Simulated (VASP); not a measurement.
The system is Pb.

```
Pb
1.0
     0.00000    2.50759    2.50759
     2.50759    0.00000    2.50759
     2.50759    2.50759    0.00000
Pb
1
Direct
  0.00000 0.00000 0.00000
```

Base run:

```yaml
Program: VASP 6.6.1
Functional: r2SCAN
Potentials_or_basis: VASP PAW PBE potentials, release 64 (Pb_d)
Cutoff: 520 eV
k_mesh: 9 × 9 × 9
Occupations: fermi-dirac, width 0.05 eV
Spin: no spin polarisation
```

Its results: band gap on the k mesh zero (band 7 reaches 14.20 eV, above the bottom of band 8 at 5.23 eV); pressure -0.7 GPa.

**Question.** The run is repeated on the same cell with these changes: functional from r2SCAN to BLYP. What comes out?

**Answer.** Band gap on the k mesh zero (band 7 reaches 14.27 eV, above the bottom of band 8 at 5.91 eV); pressure 3.9 GPa.

Caveats: the PAW data sets were made with another functional, which shifts forces and pressure a little; spin-orbit coupling is left out, which moves the levels of the heavy elements.
